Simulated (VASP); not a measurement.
# Sr (Im-3m) in VASP: notebook

Aim: see how the results for Sr move with the level of theory and the settings. Levels: PBE, PBE+D3(BJ). Tasks: single point.

Everything below comes from runs of VASP 6.6.1. Logs are shortened: lines on timing, memory, paths and dates and some standing lists are left out, and cuts for length are marked.

## 1. The cell of the first run

The structure is cubic, space group Im-3m (No. 229). The conventional cell has a = 4.850 Å, b = 4.850 Å, c = 4.850 Å, α = 90.00°, β = 90.00°, γ = 90.00°. Sr (site symmetry m-3m) has 14 Sr at 4.20 to 4.85 Å within 5.5 Å.

## 2. Single point, PBE

Contents of INCAR:

```
PREC = Accurate ; ENCUT = 520
EDIFF = 1E-7 ; ISMEAR = 1
SIGMA = 0.03 ; LREAL = False
LASPH = True ; NELM = 80
ALGO = Fast ; ISIF = 2
LWAVE = False ; LCHARG = False
GGA = PE ; NBANDS = 11
```

Contents of KPOINTS:

```
Automatic mesh
0
Gamma
  4 4 4
```

Contents of POSCAR:

```
Sr
1.0
   -2.4250000000      2.4250000000      2.4250000000
    2.4250000000     -2.4250000000      2.4250000000
    2.4250000000      2.4250000000     -2.4250000000
Sr
1
Direct
    0.0000000000      0.0000000000      0.0000000000
```

Potentials or basis: VASP PAW PBE potentials, release 64 (Sr_sv).

Started as:

```bash
$ cat potpaw_PBE.64/Sr_sv/POTCAR > POTCAR
$ mpirun -np 1 vasp_std > vasp.out
```

OUTCAR:

```text
PREC = Accurate
   ENCUT = 520
   EDIFF = 1E-7
   ISMEAR = 1
   LREAL = False
   LASPH = True
   NELM = 80
   ISIF = 2
   GGA = PE

 ion  position               nearest neighbor table
   1  0.000  0.000  0.000-

  LATTYP: Found a body centered cubic cell.
 ALAT       =     4.8500000000

  Lattice vectors:

 A1 = (  -2.4250000000,   2.4250000000,   2.4250000000)
 A2 = (   2.4250000000,  -2.4250000000,   2.4250000000)
 A3 = (   2.4250000000,   2.4250000000,  -2.4250000000)

Analysis of symmetry for initial positions (statically):
=====================================================================
 Subroutine PRICEL returns:
 Original cell was already a primitive cell.

 Routine SETGRP: Setting up the symmetry group for a
 body centered cubic supercell.

 Subroutine GETGRP returns: Found 48 space group operations
[... 9 lines left out ...]

 Routine SETGRP: Setting up the symmetry group for a
 body centered cubic supercell.

 Subroutine GETGRP returns: Found 48 space group operations
[... 11 lines left out ...]
                                     Primitive cell

  volume of cell :      57.0421

  direct lattice vectors                    reciprocal lattice vectors
    -2.425000000  2.425000000  2.425000000     0.000000000  0.206185567  0.206185567
     2.425000000 -2.425000000  2.425000000     0.206185567  0.000000000  0.206185567
     2.425000000  2.425000000 -2.425000000     0.206185567  0.206185567  0.000000000

  length of vectors
     4.200223208  4.200223208  4.200223208     0.291590425  0.291590425  0.291590425

  position of ions in fractional coordinates (direct lattice)
     0.000000000  0.000000000  0.000000000

  ion indices of the primitive-cell ions
   primitive index   ion index
                 1           1

----------------------------------------------------------------------------------------

 KPOINTS: Automatic mesh

Automatic generation of k-mesh.
 Grid dimensions read from file:
 generate k-points for:    4    4    4

 Generating k-lattice:

  Cartesian coordinates                     Fractional coordinates (reciprocal lattice)
     0.000000000  0.051546392  0.051546392     0.250000000  0.000000000  0.000000000
     0.051546392  0.000000000  0.051546392     0.000000000  0.250000000  0.000000000
     0.051546392  0.051546392  0.000000000     0.000000000  0.000000000  0.250000000

  Length of vectors
     0.072897606  0.072897606  0.072897606

[... 38 lines left out ...]
   EDIFFG = 0.1E-05   stopping-criterion for IOM
   NSW    =      0    number of steps for IOM
   IBRION =     -1    ionic relax: 0-MD 1-quasi-New 2-CG
   NFREE  =      0    steps in history (QN), initial steepest desc. (CG)
   ISIF   =      2    stress and relaxation
   ISYM   =      2    0-nonsym 1-usesym 2-fastsym
   POTIM  = 0.5000    time-step for ionic-motion
   TEBEG  =    0.0;   TEEND  =   0.0 temperature during run
   PSTRESS=    0.0 pullay stress
   NELECT =      10.0000    total number of electrons
   NUPDOWN=      -1.0000    fix difference up-down
   EMIN   =  10.00;   EMAX   =-10.00  energy-range for DOS
   EFERMI =   0.00;   METHOD = LEGACY
   ISMEAR =     1;   SIGMA  =   0.03  broadening in eV -4-tet -1-fermi 0-gaus
   EFERMI_NEDOS =   21; number of points for ismear=-14 and -15
   IALGO  =     68    algorithm
   IMIX   =      4    mixing-type and parameters
     AMIX     =   0.40;   BMIX     =  1.00
     AMIX_MAG =   1.60;   BMIX_MAG =  1.00
  volume/ion in A,a.u.               =      57.04       384.94
  Fermi-wavevector in a.u.,A,eV,Ry     =   0.916241  1.731445 11.422060  0.839498
  Thomas-Fermi vector in A             =   2.041074
   LORBIT       =      0    0 simple, 1 ext, 2 COOP (PROOUT), +10 PAW based schemes
   GGA     = PE    functional components
   LHFCALC =     F    Hartree Fock is set to
   AEXX    =    0.0000 exact exchange contribution
   IVDW    =     0    specifies the selected vdW correction
   LEPSILON=     F    determine dielectric tensor
   LRPA    =     F    only Hartree local field effects (RPA)
 non-spin polarized calculation
 RMM-DIIS sequential band-by-band and
 Methfessel and Paxton  Order N= 1 SIGMA  =   0.03
  energy-cutoff  :      520.00
  volume of cell :       57.04
 maximum number of plane-waves:      1566
   NGX = 15   NGY = 15   NGZ = 15

 number of electron      10.0000000 magnetization

 Free energy of the ion-electron system (eV)
  ---------------------------------------------------
  ext. energy  EPLUGINS =         0.00000000
  ---------------------------------------------------
  free energy    TOTEN  =        -1.62247069 eV

  energy without entropy =       -1.62213874  energy(sigma->0) =       -1.62236004

 E-fermi :   1.4666     XC(G=0):  -7.2339

 val. band max:        1.3748318983   @ k =   0.5000   0.5000   0.5000
 cond. band min:       1.4844058152   @ k =   0.5000   0.5000   0.2500
 fundamental gap:      0.1095739168
 Fermi energy:         1.4666270604

 k-point     1 :       0.0000    0.0000    0.0000
  band No.  band energies     occupation
      1     -35.2069      2.00000
      2     -17.1002      2.00000
      3     -17.1002      2.00000
      4     -17.1002      2.00000
      5      -2.1182      2.00000
      6       3.8048      0.00000
      7       3.8048      0.00000
      8       3.8048      0.00000
      9       5.0748      0.00000
     10       5.0748      0.00000
     11       9.4053      0.00000
[... 85 lines left out ...]
 k-point     8 :       0.5000    0.5000    0.5000
  band No.  band energies     occupation
      1     -35.1841      2.00000
      2     -17.2252      2.00000
      3     -17.2252      2.00000
      4     -17.2252      2.00000
      5       1.3748      2.00013
      6       1.3748      2.00013
      7       4.9463      0.00000
      8       4.9463      0.00000
      9       4.9463      0.00000
     10       6.3303      0.00000
     11       6.3305      0.00000

------------------------ aborting loop because EDIFF is reached ----------------------------------------

  FORCE on cell =-STRESS in cart. coord.  units (eV):
  Direction    XX          YY          ZZ          XY          YZ          ZX
  --------------------------------------------------------------------------------------
  -------------------------------------------------------------------------------------
  Total       -0.3062043     -0.3062043     -0.3062043      0.0000000      0.0000000     -0.0000000
  in kB       -8.6005586     -8.6005586     -8.6005586      0.0000000      0.0000000     -0.0000000
  external PRESSURE =      -8.6005586 kB  Pullay stress =       0.0000000 kB

 VOLUME and BASIS-vectors are now :
 -----------------------------------------------------------------------------
  energy-cutoff  :      520.00
  volume of cell :       57.04
      direct lattice vectors                 reciprocal lattice vectors
    -2.425000000  2.425000000  2.425000000     0.000000000  0.206185567  0.206185567
     2.425000000 -2.425000000  2.425000000     0.206185567  0.000000000  0.206185567
     2.425000000  2.425000000 -2.425000000     0.206185567  0.206185567  0.000000000

 POSITION                                       TOTAL-FORCE (eV/Angst)
 -----------------------------------------------------------------------------------
      0.00000      0.00000      0.00000        -0.000000      0.000000     -0.000000
 -----------------------------------------------------------------------------------
    total drift:                               -0.000000      0.000000      0.000000

  FREE ENERGIE OF THE ION-ELECTRON SYSTEM (eV)
  ---------------------------------------------------
  free  energy   TOTEN  =        -1.6224706949 eV

  energy  without entropy=       -1.6221387358  energy(sigma->0) =       -1.62236004
```

stdout:

```text
POSCAR found type information on POSCAR Sr
 POSCAR found :  1 types and       1 ions
 scaLAPACK will be used
 LDA part: xc-table for (Slater+PW92), standard interpolation
 POSCAR, INCAR and KPOINTS ok, starting setup
 FFT: planning ... GRIDC
 FFT: planning ... GRID_SOFT
 FFT: planning ... GRID
 WAVECAR not read
 entering main loop
```

Wall time 4.7 s (1 thread of Intel Xeon Platinum 8488C (Sapphire Rapids), shared host); peak memory 0.16 GiB.

Results:

* Free energy: -1.6225 eV
* Pressure: -0.9 GPa
* Band gap on the k mesh: zero (band 5 reaches 1.80 eV, above the bottom of band 6 at 1.37 eV)

Caveat: the k points lie up to 0.46 Å⁻¹ apart.

## 3. Single point, PBE

Contents of INCAR:

```
SYSTEM = Sr
  PREC = Accurate
  ENCUT = 520
  EDIFF = 1E-7
  ISMEAR = 0
  SIGMA = 0.1
  LREAL = .FALSE.
  LASPH = .TRUE.
  NELM = 80
  ALGO = Normal
  ISIF = 2
  LWAVE = .FALSE.
  LCHARG = .FALSE.
  GGA = PE
  NELECT = 8.0
  NBANDS = 11
```

Contents of KPOINTS:

```
Automatic mesh
0
G
  4 4 4
  0 0 0
```

Edit POSCAR of step 2 so:

```diff
@@ -8,2 +8,2 @@
 Direct
-    0.0000000000      0.0000000000      0.0000000000
+    0.7850000000      0.8430000000      0.4830000000
```

Potentials or basis: VASP PAW PBE potentials, release 64 (Sr_sv).

Started as:

```bash
$ cat potpaw_PBE.64/Sr_sv/POTCAR > POTCAR
$ mpirun -np 1 vasp_std > vasp.out
```

Run time: 4.8 s. Hardware: 1 thread of Intel Xeon Platinum 8488C (Sapphire Rapids), shared host; peak memory 0.17 GiB.

The run converged, but its numbers aren't listed here, since they failed a check.

Caveat: the k points lie up to 0.46 Å⁻¹ apart; the cell carries a net charge on a neutralising background, which shifts energy and pressure; the cell is charged against a uniform background, so pressure and absolute levels hang on convention; the mesh shows a gap though the element is a metal.

## 4. Single point, PBE+D3(BJ)

Contents of INCAR:

```
SYSTEM = Sr
PREC = Accurate
ENCUT = 520
EDIFF = 1E-6
ISMEAR = 0
SIGMA = 0.1
LREAL = .False.
LASPH = .True.
NELM = 60
ALGO = Normal
ISIF = 2
LWAVE = .False.
LCHARG = .False.
GGA = PE
IVDW = 12
NBANDS = 11
```

Contents of KPOINTS:

```
Automatic mesh
0
Gamma
  4 4 4
  0 0 0
```

Edit POSCAR of step 3 so:

```diff
@@ -8,2 +8,2 @@
 Direct
-    0.7850000000      0.8430000000      0.4830000000
+    0.0000000000      0.0000000000      0.0000000000
```

Potentials or basis: VASP PAW PBE potentials, release 64 (Sr_sv).

Started as:

```bash
$ cat potpaw_PBE.64/Sr_sv/POTCAR > POTCAR
$ mpirun -np 1 vasp_std > vasp.out
```

OUTCAR:

```text
SYSTEM = Sr
   PREC = Accurate
   ENCUT = 520
   EDIFF = 1E-6
   ISMEAR = 0
   LREAL = .False.
   LASPH = .True.
   NELM = 60
   ISIF = 2
   GGA = PE
   IVDW = 12
 IVDW          = 12

 ion  position               nearest neighbor table
   1  0.000  0.000  0.000-

  LATTYP: Found a body centered cubic cell.
 ALAT       =     4.8500000000

  Lattice vectors:

 A1 = (  -2.4250000000,   2.4250000000,   2.4250000000)
 A2 = (   2.4250000000,  -2.4250000000,   2.4250000000)
 A3 = (   2.4250000000,   2.4250000000,  -2.4250000000)
[... 273 lines left out ...]
     11       6.3269      0.00000

------------------------ aborting loop because EDIFF is reached ----------------------------------------

 Edisp (eV)   -0.18911

 E8    (eV) :    -0.1038

  FORCE on cell =-STRESS in cart. coord.  units (eV):
  Direction    XX          YY          ZZ          XY          YZ          ZX
  --------------------------------------------------------------------------------------
  -------------------------------------------------------------------------------------
  Total      -0.45851    -0.45851    -0.45851    -0.00000    -0.00000     0.00000
  in kB     -12.87854   -12.87854   -12.87854    -0.00000    -0.00000     0.00000
  external pressure =      -12.88 kB  Pullay stress =        0.00 kB

 VOLUME and BASIS-vectors are now :
 -----------------------------------------------------------------------------
  energy-cutoff  :      520.00
  volume of cell :       57.04
      direct lattice vectors                 reciprocal lattice vectors
    -2.425000000  2.425000000  2.425000000     0.000000000  0.206185567  0.206185567
     2.425000000 -2.425000000  2.425000000     0.206185567  0.000000000  0.206185567
     2.425000000  2.425000000 -2.425000000     0.206185567  0.206185567  0.000000000

 POSITION                                       TOTAL-FORCE (eV/Angst)
 -----------------------------------------------------------------------------------
      0.00000      0.00000      0.00000        -0.000000     -0.000000     -0.000000
 -----------------------------------------------------------------------------------
    total drift:                               -0.000000      0.000000     -0.000000

  FREE ENERGIE OF THE ION-ELECTRON SYSTEM (eV)
  ---------------------------------------------------
  free  energy   TOTEN  =        -1.8173026244 eV

  energy  without entropy=       -1.8055477013  energy(sigma->0) =       -1.81142516
```

OSZICAR:

```text
N       E                     dE             d eps       ncg     rms          rms(c)
DAV:   1     0.316746474073E+02    0.31675E+02   -0.45236E+03   176   0.761E+02
DAV:   2     0.195800589934E+00   -0.31479E+02   -0.30877E+02   206   0.144E+02
DAV:   3    -0.157102495311E+01   -0.17668E+01   -0.17225E+01   263   0.230E+01
DAV:   4    -0.161993843600E+01   -0.48913E-01   -0.48902E-01   203   0.460E+00
DAV:   5    -0.162294665334E+01   -0.30082E-02   -0.30082E-02   268   0.710E-01    0.967E+00
DAV:   6    -0.162570688998E+01   -0.27602E-02   -0.69198E-03   197   0.932E-01    0.542E+00
DAV:   7    -0.162804511358E+01   -0.23382E-02   -0.11764E-02   191   0.121E+00    0.293E-01
DAV:   8    -0.162814641388E+01   -0.10130E-03   -0.14948E-03   270   0.220E-01    0.745E-02
DAV:   9    -0.162817131064E+01   -0.24897E-04   -0.14271E-05   197   0.388E-02    0.319E-02
DAV:  10    -0.162818938049E+01   -0.18070E-04   -0.82585E-06   208   0.190E-02    0.685E-03
DAV:  11    -0.162818872049E+01    0.66000E-06   -0.42258E-07   178   0.454E-03
   1 F= -.18173026E+01 E0= -.18114252E+01  d E =-.117549E-01
```

Run time: 3.4 s. Hardware: 1 thread of Intel Xeon Platinum 8488C (Sapphire Rapids), shared host; peak memory 0.18 GiB.

What came out:

- Free energy: -1.8173 eV
- Pressure: -1.3 GPa
- Band gap on the k mesh: zero (band 5 reaches 1.80 eV, above the bottom of band 6 at 1.37 eV)
- Dispersion energy per atom: -0.189 eV

Caveat: the k points lie up to 0.46 Å⁻¹ apart; pairwise dispersion overbinds metals, which lowers pressure and volume.

## 5. Single point, PBE

Contents of INCAR:

```
SYSTEM = Sr
  PREC = Accurate
  ENCUT = 520
  EDIFF = 1E-6
  ISMEAR = 0
  SIGMA = 0.13605693122994
  LREAL = .FALSE.
  LASPH = .TRUE.
  NELM = 80
  ALGO = Normal
  ISIF = 2
  LWAVE = .FALSE.
  LCHARG = .TRUE.
  GGA = PE
  LELF = .TRUE.
  LVHAR = .TRUE.
  NBANDS = 11
```

Contents of KPOINTS:

```
Automatic mesh
0
G
  4 4 4
  0 0 0
```

POSCAR is that of step 4.

Started as:

```bash
$ cat potpaw_PBE.64/Sr_sv/POTCAR > POTCAR
$ mpirun -np 1 vasp_std > vasp.out
```

Wall time 3.8 s (1 thread of Intel Xeon Platinum 8488C (Sapphire Rapids), shared host); peak memory 0.17 GiB.

Results (log left out):

| Item | Value |
| --- | --- |
| Free energy | -1.6332 eV |
| Pressure | -0.7 GPa |
| Band gap on the k mesh | zero (band 5 reaches 1.80 eV, above the bottom of band 6 at 1.37 eV) |

Levels at points of the mesh, in eV from the Fermi level:
| k point | band 1 | band 2 | band 3 | band 4 | band 5 | band 6 | band 7 | band 8 | band 9 | band 10 |
| --- | --- | --- | --- | --- | --- | --- | --- | --- | --- | --- |
| (0.00, 0.00, 0.00) | -36.64 | -18.53 | -18.53 | -18.53 | -3.54 | 2.38 | 2.38 | 2.38 | 3.65 | 3.65 |
| (0.50, 0.00, 0.00) | -36.62 | -18.70 | -18.59 | -18.53 | -0.93 | 0.22 | 1.27 | 3.46 | 4.12 | 5.28 |
| (0.50, 0.50, 0.50) | -36.61 | -18.65 | -18.65 | -18.65 | -0.05 | -0.05 | 3.52 | 3.52 | 3.52 | 4.90 |

Caveat: the k points lie up to 0.46 Å⁻¹ apart.

## 6. Single point, PBE

This run uses another cell than the first one, of 63.89 Å³/atom, 1.120 times its volume.

Contents of INCAR:

```
PREC = Accurate
ENCUT = 520
EDIFF = 1E-6
ISMEAR = 1
SIGMA = 0.13605693122994
LREAL = F
LASPH = T
NELM = 80
ALGO = Normal
ISIF = 2
LWAVE = F
LCHARG = F
GGA = PE
NBANDS = 11
```

Contents of KPOINTS:

```
regular mesh
0
Gamma
  4 4 4
```

Contents of POSCAR:

```
Sr
1.0
   -2.5183596394      2.5183596394      2.5183596394
    2.5183596394     -2.5183596394      2.5183596394
    2.5183596394      2.5183596394     -2.5183596394
Sr
1
Direct
    0.0000000000      0.0000000000      0.0000000000
```

Potentials or basis: VASP PAW PBE potentials, release 64 (Sr_sv).

Started as:

```bash
$ cat potpaw_PBE.64/Sr_sv/POTCAR > POTCAR
$ mpirun -np 1 vasp_std > vasp.out
```

It took 3.4 s on 1 thread of Intel Xeon Platinum 8488C (Sapphire Rapids), shared host; peak memory 0.17 GiB.

Results (log left out):

| Property | Result |
| --- | --- |
| Free energy | -1.5693 eV |
| Pressure | -1.6 GPa |
| Band gap on the k mesh | zero (band 5 reaches 1.42 eV, above the bottom of band 6 at 1.13 eV) |

Levels at points of the mesh, in eV from the Fermi level:
```csv
k point,band 2,band 3,band 4,band 5,band 6,band 7,band 8,band 9
"(0.00, 0.00, 0.00)",-18.79,-18.79,-18.79,-3.38,2.22,2.22,2.22,3.37
"(0.50, 0.00, 0.00)",-18.90,-18.83,-18.79,-0.89,0.08,1.23,3.14,3.76
"(0.50, 0.50, 0.50)",-18.87,-18.87,-18.87,0.06,0.06,3.10,3.10,3.10
```

Caveat: the k points lie up to 0.44 Å⁻¹ apart.

## 7. The runs side by side

```csv
level,cell,smearing,gap on the mesh (eV),pressure (GPa)
PBE,"a = 4.200 Å, angles 109.5°, 1 atom",methfessel-paxton 0.03 eV,none,-0.9
PBE+D3(BJ),"a = 4.200 Å, angles 109.5°, 1 atom",gaussian 0.1 eV,none,-1.3
PBE,"a = 4.200 Å, angles 109.5°, 1 atom",gaussian 0.136057 eV,none,-0.7
PBE,"a = 4.362 Å, angles 109.5°, 1 atom",methfessel-paxton 0.136057 eV,none,-1.6
```

Alike in all rows: task single point; potentials or basis VASP PAW PBE potentials, release 64 (Sr_sv); no spin polarisation; k mesh 4 × 4 × 4; cutoff (eV) 520.

Caveats: all runs use coarse meshes; pairwise dispersion overbinds metals, which lowers pressure and volume (some runs).

Absolute energies hang on the potentials; compare differences alone.
